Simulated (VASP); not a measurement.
**I: single point with PBE+D3(BJ)**

Crystal: I.

```
I
1.0
     3.53676   -2.20212    0.00000
     3.53676    2.20212    0.00000
     0.00000    0.00000    9.58406
I
4
Direct
  0.82388 0.17612 0.87730
  0.32388 0.67612 0.62270
  0.17612 0.82388 0.12270
  0.67612 0.32388 0.37730
```

```json
{"Program": "VASP 6.6.1", "Task": "single point", "Functional": "PBE", "Dispersion": "D3(BJ)", "Potentials or basis": "VASP PAW PBE potentials, release 64 (I)", "Cutoff": "520 eV", "k mesh": "8 × 8 × 4", "Occupations": "gaussian, width 0.02 eV", "Spin": "no spin polarisation", "Dipole correction": "no", "Further INCAR settings": "ALGO = Normal; EDIFF = 1e-06; NBANDS = 22"}
```

- Pressure: 0.9 GPa
- Largest force: 0.013 eV/Å
- Band gap on the k mesh: 0.75 eV (least direct gap 1.14 eV)
- Dispersion energy per atom: -0.351 eV

Forces in eV/Å, atoms in the order of the input:
```
I    0.000 -0.009  0.009
I    0.000 -0.009 -0.009
I    0.000  0.009 -0.009
I    0.000  0.009  0.009
```

Levels at points of the mesh, in eV from the valence-band top:
| k point | band 11 | band 12 | band 13 | band 14 | band 15 | band 16 | band 17 | band 18 |
| --- | --- | --- | --- | --- | --- | --- | --- | --- |
| (0.00, 0.00, 0.00) | -0.92 | -0.86 | -0.35 | -0.05 | 1.14 | 1.95 | 4.58 | 5.40 |
| (0.50, 0.00, 0.00) | -1.62 | -1.62 | -0.90 | -0.90 | 2.19 | 2.19 | 5.05 | 5.05 |
| (0.50, 0.50, 0.00) | -1.89 | -1.73 | -1.26 | -0.65 | 0.85 | 1.54 | 4.38 | 5.48 |
| (0.00, 0.00, 0.50) | -0.76 | -0.76 | -0.17 | -0.17 | 1.20 | 1.20 | 5.45 | 5.45 |
| (0.50, 0.00, 0.50) | -1.15 | -1.15 | 0.00 | 0.00 | 1.14 | 1.14 | 5.55 | 5.55 |
| (0.50, 0.50, 0.50) | -1.49 | -1.49 | -1.23 | -1.23 | 0.87 | 0.87 | 5.43 | 5.43 |

Wall time 59 s on 1 thread of Intel(R) Xeon(R) 6975P-C (Granite Rapids), with other jobs on the host, peak memory 0.34 GiB.

Caveat: spin-orbit coupling is left out, which moves the levels of the heavy elements. A k mesh can miss the band edges.
